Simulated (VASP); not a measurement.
A run of VASP 6.6.1:

INCAR

```
SYSTEM = ScIn3
  PREC = Accurate
  ENCUT = 520
  EDIFF = 1E-8
  ISMEAR = -1
  SIGMA = 0.08
  LREAL = .False.
  LASPH = .True.
  NELM = 100
  ALGO = Normal
  ISIF = 2
  LWAVE = .False.
  LCHARG = .False.
  GGA = PS
  LEFG = .True.
  NBANDS = 33
```

Contents of KPOINTS:

```
Automatic mesh
0
Gamma
  8 8 8
  0 0 0
```

File POSCAR:

```
ScIn3
1.0
    4.5186909410      0.0000000000      0.0000000000
    0.0000000000      4.5186909410      0.0000000000
    0.0000000000      0.0000000000      4.5186909410
Sc In
1 3
Direct
    0.0000000000      0.0000000000      0.0000000000
    0.0000000000      0.5000000000      0.5000000000
    0.5000000000      0.0000000000      0.5000000000
    0.5000000000      0.5000000000      0.0000000000
```

Potentials or basis: VASP PAW PBE potentials, release 64 (Sc_sv, In_d).

Launch:

```sh
$ cat potpaw_PBE.64/Sc_sv/POTCAR potpaw_PBE.64/In_d/POTCAR > POTCAR
$ mpirun -np 1 vasp_std > vasp.out
```

Hardware: 1 thread of Intel(R) Xeon(R) Platinum 8375C CPU @ 2.90GHz (Ice Lake), with other jobs on the host.

**Question.** Estimate the wall time of this run.

**Answer.** It took 110 s on 1 thread of Intel(R) Xeon(R) Platinum 8375C CPU @ 2.90GHz (Ice Lake), on a shared host, peak memory 0.25 GiB. Counts: scf iterations 17, k points 35.
